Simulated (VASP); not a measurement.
## PrSi3: single point with PBE

Crystal: PrSi3.

```
Pr Si
1.0
     4.79786    0.00000    0.00000
     0.00000    4.79786    0.00000
     0.00000    0.00000    3.37185
Pr Si
1 3
Direct
  0.00000 0.00000 0.00000
  0.50000 0.50000 0.00000
  0.50000 0.00000 0.50000
  0.00000 0.50000 0.50000
```

The cell was built from a structure type or drawn by symmetry, and may not be a known phase.

```yaml
Program: VASP 6.6.1
Task: single point
Functional: PBE
Potentials_or_basis: VASP PAW PBE potentials, release 64 (Pr_3, Si), 4f in core
Cutoff: 500 eV
k_mesh: 4 × 4 × 6
Occupations: gaussian, width 0.1 eV
Spin: no spin polarisation
```

| Quantity | Value |
| --- | --- |
| Pressure | 4.6 GPa |
| Band gap on the k mesh | zero (an odd number of electrons rules out a gap without spin polarisation) |

Stress tensor (GPa, compression positive):
```
2.76 0.00 0.00
0.00 2.76 0.00
0.00 0.00 8.18
```

Levels at points of the mesh, in eV from the Fermi level:
```csv
k point,band 10,band 11,band 12,band 13,band 14,band 15
"(0.00, 0.00, 0.00)",-0.33,0.25,0.50,1.43,1.43,3.23
"(0.50, 0.00, 0.00)",-0.30,-0.14,-0.01,1.91,2.52,3.46
"(0.50, 0.50, 0.00)",0.73,0.73,0.90,1.84,2.18,2.20
"(0.00, 0.00, 0.50)",-3.51,-0.55,-0.55,0.02,0.28,1.29
"(0.50, 0.00, 0.50)",-2.08,-1.64,-0.79,-0.41,1.08,1.52
"(0.50, 0.50, 0.50)",-3.41,-0.81,1.70,2.19,3.05,3.50
```

It took 19 s on 1 thread of AMD EPYC 9R45 96-Core Processor (Zen 5), on a shared host, peak memory 0.17 GiB.

Caveat: the cell stands under pressure; spin-orbit coupling is left out, which moves the levels of the heavy elements; the 4f electrons are frozen in the core, so they carry no moment and show no levels. Spin polarisation is off, so any magnetic state and its effect on volume and gap are missing.
